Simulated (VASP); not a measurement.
Here is a VASP 6.6.1 calculation.

File INCAR:

```
ALGO = Fast
EDIFF = 1E-6
ENCUT = 520
GGA = CA
ISIF = 2
ISMEAR = 0
LASPH = True
LCHARG = False
LREAL = False
LWAVE = False
NBANDS = 17
NELM = 80
PREC = Accurate
SIGMA = 0.15
```

Contents of KPOINTS:

```
k-points
0
Gamma
  18 18 10
```

File POSCAR:

```
Pt
1.0
    2.7081940711      0.0000000000      0.0000000000
   -1.3540970355      2.3453648639      0.0000000000
    0.0000000000      0.0000000000      4.6773974959
Pt
2
Direct
    0.6490534533      0.3333333333      0.7500000000
    0.3509465467      0.6666666667      0.2500000000
```

Potentials or basis: VASP PAW LDA potentials, release 64 (Pt).

The run is started by

```sh
$ cat potpaw_LDA.64/Pt/POTCAR > POTCAR
$ mpirun -np 1 vasp_std > vasp.out
```

Task: Predict the largest force.

Result: 0.031 eV/Å.

Task: Estimate the pressure.

Result: 1.0 GPa.

Forces on the atoms (eV/Å):
```
Pt  -0.005 -0.031  0.000
Pt   0.005  0.031  0.000
```
